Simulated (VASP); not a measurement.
# Li (I4/mmm) in VASP: single point with r2SCAN

Aim: the single point of Li with r2SCAN.

All numbers are computed with VASP 6.6.1; they aren't measurements. Logs are shortened: lines on timing, memory, paths and dates and some standing lists are left out, and cuts for length are marked.

### Step 1. The cell of the first run

It takes space group I4/mmm (No. 139, tetragonal). Conventional cell: a = 3.200 Å, b = 3.200 Å, c = 4.204 Å, α = 90.00°, β = 90.00°, γ = 90.00°. Li (site symmetry 4/mmm) has 14 Li at 3.09 to 4.20 Å within 4.3 Å.

### Step 2. Single point, r2SCAN

Input file POSCAR:

```
Li
1.0
    3.1999394480      0.0000000000      0.0000000000
    0.0000000000      3.1999394480      0.0000000000
   -1.5999697240     -1.5999697240      2.1020389315
Li
1
Direct
    0.0000000000      0.0000000000      0.0000000000
```

Input file INCAR.step1:

```
SYSTEM = Li
  ALGO = Normal
  EDIFF = 1E-4
  ENCUT = 520
  GGA = PE
  ISMEAR = 0
  ISYM = 0
  LASPH = .TRUE.
  LCHARG = .FALSE.
  LREAL = .FALSE.
  LWAVE = .TRUE.
  NBANDS = 8
  NELM = 60
  PREC = Accurate
  SIGMA = 0.1
```

Input file INCAR.step2:

```
SYSTEM = Li
  ALGO = Normal
  EDIFF = 1E-6
  ENCUT = 520
  ISIF = 2
  ISMEAR = 0
  ISTART = 1
  ISYM = 0
  LASPH = .TRUE.
  LCHARG = .TRUE.
  LELF = .TRUE.
  LMIXTAU = .TRUE.
  LREAL = .FALSE.
  LVHAR = .TRUE.
  LWAVE = .FALSE.
  METAGGA = R2SCAN
  NBANDS = 8
  NELM = 60
  PREC = Accurate
  SIGMA = 0.1
```

Input file KPOINTS:

```
k-points
0
G
  11 11 16
  0 0 0
```

Potentials or basis: VASP PAW PBE potentials, release 64 (Li_sv).

Run with:

```bash
> cat potpaw_PBE.64/Li_sv/POTCAR > POTCAR
> cp INCAR.step1 INCAR
> mpirun -np 1 vasp_std > vasp.out
> cp INCAR.step2 INCAR
> mpirun -np 1 vasp_std > vasp.out
```

OUTCAR:

```text
SYSTEM = Li
   EDIFF = 1E-6
   ENCUT = 520
   ISIF = 2
   ISMEAR = 0
   ISTART = 1
   ISYM = 0
   LASPH = .TRUE.
   LREAL = .FALSE.
   METAGGA = R2SCAN
   NELM = 60
   PREC = Accurate

 ion  position               nearest neighbor table
   1  0.000  0.000  0.000-

IMPORTANT INFORMATION: All symmetrisations will be switched off!
NOSYMM: (Re-)initialisation of all symmetry stuff for point group C_1.

----------------------------------------------------------------------------------------

                                     Primitive cell

  volume of cell :      21.5241

  direct lattice vectors                    reciprocal lattice vectors
     3.199939448  0.000000000  0.000000000     0.312505913  0.000000000  0.237864291
     0.000000000  3.199939448  0.000000000     0.000000000  0.312505913  0.237864291
    -1.599969724 -1.599969724  2.102038932     0.000000000  0.000000000  0.475728582

  length of vectors
     3.199939448  3.199939448  3.088425797     0.392733201  0.392733201  0.475728582

  position of ions in fractional coordinates (direct lattice)
     0.000000000  0.000000000  0.000000000

  ion indices of the primitive-cell ions
   primitive index   ion index
                 1           1

----------------------------------------------------------------------------------------

 KPOINTS: k-points

Automatic generation of k-mesh.
 Grid dimensions read from file:
 generate k-points for:   11   11   16

 Generating k-lattice:

  Cartesian coordinates                     Fractional coordinates (reciprocal lattice)
     0.028409628  0.000000000  0.021624026     0.090909091  0.000000000 -0.000000000
     0.000000000  0.028409628  0.021624026     0.000000000  0.090909091 -0.000000000
     0.000000000  0.000000000  0.029733036     0.000000000  0.000000000  0.062500000

  Length of vectors
     0.035703018  0.035703018  0.029733036

  Shift w.r.t. Gamma in fractional coordinates (k-lattice)
     0.000000000  0.000000000  0.000000000

 -----------------------------------------------------------------------------
|                                                                             |
|           W    W    AA    RRRRR   N    N  II  N    N   GGGG   !!!           |
|           W    W   A  A   R    R  NN   N  II  NN   N  G    G  !!!           |
|           W    W  A    A  R    R  N N  N  II  N N  N  G       !!!           |
|           W WW W  AAAAAA  RRRRR   N  N N  II  N  N N  G  GGG   !            |
|           WW  WW  A    A  R   R   N   NN  II  N   NN  G    G                |
|           W    W  A    A  R    R  N    N  II  N    N   GGGG   !!!           |
|                                                                             |
|     Your reciprocal lattice and k-lattice belong to different lattice       |
[... 66 lines left out ...]
   IBRION =     -1    ionic relax: 0-MD 1-quasi-New 2-CG
   NFREE  =      0    steps in history (QN), initial steepest desc. (CG)
   ISIF   =      2    stress and relaxation
   ISYM   =      0    0-nonsym 1-usesym 2-fastsym
   POTIM  = 0.5000    time-step for ionic-motion
   TEBEG  =    0.0;   TEEND  =   0.0 temperature during run
   PSTRESS=    0.0 pullay stress
   NELECT =       3.0000    total number of electrons
   NUPDOWN=      -1.0000    fix difference up-down
   EMIN   =  10.00;   EMAX   =-10.00  energy-range for DOS
   EFERMI =   0.00;   METHOD = LEGACY
   ISMEAR =     0;   SIGMA  =   0.10  broadening in eV -4-tet -1-fermi 0-gaus
   EFERMI_NEDOS =   21; number of points for ismear=-14 and -15
   IALGO  =     38    algorithm
   IMIX   =      4    mixing-type and parameters
     AMIX     =   0.40;   BMIX     =  1.00
     AMIX_MAG =   1.60;   BMIX_MAG =  1.00
  volume/ion in A,a.u.               =      21.52       145.25
  Fermi-wavevector in a.u.,A,eV,Ry     =   0.848803  1.604006  9.802554  0.720467
  Thomas-Fermi vector in A             =   1.964525
   LORBIT       =      0    0 simple, 1 ext, 2 COOP (PROOUT), +10 PAW based schemes
   METAGGA = R2SCAN    functional components
   LHFCALC =     F    Hartree Fock is set to
   AEXX    =    0.0000 exact exchange contribution
   IVDW    =     0    specifies the selected vdW correction
   LEPSILON=     F    determine dielectric tensor
   LRPA    =     F    only Hartree local field effects (RPA)
 non-spin polarized calculation
 Gauss-broadening in eV      SIGMA  =   0.10
  energy-cutoff  :      520.00
  volume of cell :       21.52
 maximum number of plane-waves:       593
   NGX = 11   NGY = 11   NGZ = 11

 number of electron       3.0000007 magnetization

 Free energy of the ion-electron system (eV)
  ---------------------------------------------------
  ext. energy  EPLUGINS =         0.00000000
  ---------------------------------------------------
  free energy    TOTEN  =        -2.38297036 eV

  energy without entropy =       -2.38033225  energy(sigma->0) =       -2.38165130

 E-fermi :   0.4906     XC(G=0):  -7.2900

 val. band max:        0.4799248189   @ k =   0.2727   0.0000   0.1875
 cond. band min:       0.4939798115   @ k =   0.2727   0.0909   0.5000
 fundamental gap:      0.0140549926
 Fermi energy:         0.4906460786

 k-point     1 :       0.0000    0.0000    0.0000
  band No.  band energies     occupation
      1     -47.7616      2.00000
      2      -3.2685      2.00000
      3      15.7885      0.00000
      4      15.9352      0.00000
      5      15.9364      0.00000
      6      19.0978      0.00000
      7      19.0978      0.00000
      8      19.3841      0.00000
[... 243 lines left out ...]
 k-point    24 :      -0.4545    0.1818   -0.0000
  band No.  band energies     occupation
      1     -47.7464      2.00000
      2       0.0859      2.00000
      3       5.4038      0.00000
      4      10.7474      0.00000
      5      11.8738      0.00000
      6      15.6832      0.00000
      7      20.6090      0.00000
      8      22.0744      0.00000

 [... further k-points ...]
[... 5 lines left out ...]
  --------------------------------------------------------------------------------------
  -------------------------------------------------------------------------------------
  Total       -0.1108096     -0.1108096     -0.0325061     -0.0023091     -0.0012745     -0.0012745
  in kB       -8.2482853     -8.2482847     -2.4196412     -0.1718850     -0.0948722     -0.0948719
  external PRESSURE =      -6.3054037 kB  Pullay stress =       0.0000000 kB

 VOLUME and BASIS-vectors are now :
 -----------------------------------------------------------------------------
  energy-cutoff  :      520.00
  volume of cell :       21.52
      direct lattice vectors                 reciprocal lattice vectors
     3.199939448  0.000000000  0.000000000     0.312505913  0.000000000  0.237864291
     0.000000000  3.199939448  0.000000000     0.000000000  0.312505913  0.237864291
    -1.599969724 -1.599969724  2.102038932     0.000000000  0.000000000  0.475728582

 POSITION                                       TOTAL-FORCE (eV/Angst)
 -----------------------------------------------------------------------------------
      0.00000      0.00000      0.00000         0.000000      0.000000     -0.000000
 -----------------------------------------------------------------------------------
    total drift:                                0.000000      0.000000     -0.000000

  FREE ENERGIE OF THE ION-ELECTRON SYSTEM (eV)
  ---------------------------------------------------
  free  energy   TOTEN  =        -2.3829703570 eV

  energy  without entropy=       -2.3803322480  energy(sigma->0) =       -2.38165130
```

OUTCAR.step1:

```text
SYSTEM = Li
   EDIFF = 1E-4
   ENCUT = 520
   GGA = PE
   ISMEAR = 0
   ISYM = 0
   LASPH = .TRUE.
[... 464 lines left out ...]
 POSITION                                       TOTAL-FORCE (eV/Angst)
 -----------------------------------------------------------------------------------
      0.00000      0.00000      0.00000        -0.000002     -0.000007      0.000000
 -----------------------------------------------------------------------------------
    total drift:                               -0.000002     -0.000007      0.000000

  FREE ENERGIE OF THE ION-ELECTRON SYSTEM (eV)
  ---------------------------------------------------
  free  energy   TOTEN  =        -1.9026362255 eV

  energy  without entropy=       -1.8998708118  energy(sigma->0) =       -1.90125352
```

It took 5.5 min on 1 thread of Intel Xeon Platinum 8488C (Sapphire Rapids), shared host; peak memory 0.24 GiB.

Results:

```yaml
Free_energy: -2.3830 eV
Band_gap_on_the_k_mesh: zero (an odd number of electrons rules out a gap without spin polarisation)
```

Levels at points of the mesh, in eV from the Fermi level:
```csv
k point,band 1,band 2,band 3,band 4,band 5
"(0.00, 0.00, 0.00)",-48.25,-3.76,15.30,15.44,15.45
"(0.00, 0.00, 0.50)",-48.23,2.34,5.50,8.22,8.22
```

Caveat: the cutoff is under 1.25 times the usual one of these potentials, so pressure, stress and relaxed cells hold a basis-set (Pulay) error; the PAW data sets were made with another functional, which shifts forces and pressure a little.
